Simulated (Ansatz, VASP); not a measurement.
## YGe3Sb in VASP and in Ansatz

```
CELL_PARAMETERS angstrom
5.25163 0.00000 0.00000
0.00000 5.25163 0.00000
0.00000 0.00000 5.25163
ATOMIC_POSITIONS crystal
Y 0.00000 0.00000 0.00000
Ge 0.00000 0.50000 0.50000
Ge 0.50000 0.00000 0.50000
Ge 0.50000 0.50000 0.00000
Sb 0.50000 0.50000 0.50000
```

Alike in both runs: functional PBE; k mesh 8 × 8 × 8; occupations gaussian, width 0.1 eV; no spin polarisation.

Ansatz relaxed the structure, and its values are those at the end. VASP's run is a single point on that final structure, the one shown.

```csv
,VASP,Ansatz
version,VASP 6.6.1,Ansatz 0.2.0
potentials or method,"VASP PAW PBE potentials, release 64 (Y_sv, Ge_d, Sb), cutoff 520 eV","scalar-relativistic, plane waves, PAW"
valence electrons in the cell,58,68
```

Ansatz gave:

| Property | Result |
| --- | --- |
| gap on the k mesh at the Fermi level (eV) | none |
| pressure (GPa) | 0.0 |

Task: Estimate VASP's values.

Result: gap on the k mesh at the Fermi level (eV): none; pressure (GPa): 0.1.

A gap of «none» marks a metal or a gap that the smearing closes. VASP's potentials hold 58 valence electrons a cell and Ansatz's 68, so a difference there can come from the potentials and not from the codes.

Spin-orbit coupling is off throughout.
